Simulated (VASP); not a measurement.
Zr2C3, 10 atoms in the cell. It takes space group R-3c (No. 167, trigonal). The conventional cell has a = 5.224 Å, b = 5.224 Å, c = 14.264 Å, α = 90.00°, β = 90.00°, γ = 120.00°. Zr (site symmetry 3) has 6 C at 2.04 to 2.16 Å within 2.7 Å. C (site symmetry 2) has 4 Zr at 2.04 to 2.16 Å and 8 C at 2.77 to 2.99 Å within 3.0 Å. 

- Program: VASP 6.6.1
- Task: relaxation of cell and atoms
- Functional: PBE
- Potentials or basis: VASP PAW PBE potentials, release 64 (Zr_sv, C)
- Cutoff: 600 eV
- k mesh: 6 × 6 × 6
- Occupations: gaussian, width 0.1 eV
- Spin: no spin polarisation
- Dipole correction: no
- Further INCAR settings: ALGO = Normal; EDIFF = 1e-07; IBRION = 2; EDIFFG = -0.04; NSW = 90; ISIF = 3

Potentials or basis: VASP PAW PBE potentials, release 64 (Zr_sv, C).

Run with:

```sh
$ cat potpaw_PBE.64/Zr_sv/POTCAR potpaw_PBE.64/C/POTCAR > POTCAR
$ mpirun -np 1 vasp_std > vasp.out
```

Hardware: 1 thread of Intel(R) Xeon(R) 6975P-C (Granite Rapids), with other jobs on the host.

How long does it take, and how much memory?

Run time: 27 min on 1 thread of Intel(R) Xeon(R) 6975P-C (Granite Rapids) (shared host), peak memory 0.43 GiB. Counts: scf iterations 191, k points 32, ion steps 18.
